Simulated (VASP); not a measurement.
Input of a VASP 6.6.1 run:

The input INCAR:

```
PREC = Accurate
ENCUT = 520
EDIFF = 1E-7
ISMEAR = -1
SIGMA = 0.05
LREAL = F
LASPH = T
NELM = 80
ALGO = Normal
ISIF = 2
LWAVE = F
LCHARG = F
GGA = PE
NBANDS = 20
```

KPOINTS

```
regular mesh
0
Gamma
  20 20 20
```

File POSCAR:

```
Ga
1.0
   -1.9964601513      1.9964601513      1.0446023989
    1.9964601513     -1.9964601513      1.0446023989
    1.9964601513      1.9964601513     -1.0446023989
Ga
2
Direct
   -0.3750000000     -0.1250000000     -0.2500000000
    0.3750000000      0.1250000000      0.2500000000
```

Potentials or basis: VASP PAW PBE potentials, release 64 (Ga_d).

Launch:

```sh
$ cat potpaw_PBE.64/Ga_d/POTCAR > POTCAR
$ mpirun -np 1 vasp_std > vasp.out
```

(1) Predict the pressure.

(2) Estimate the band gap on the k mesh.

## Answers

(1) 334.2 GPa.

(2) zero (bands 13 and 14 overlap by 12.64 eV).

Caveat: the cell stands under pressure.
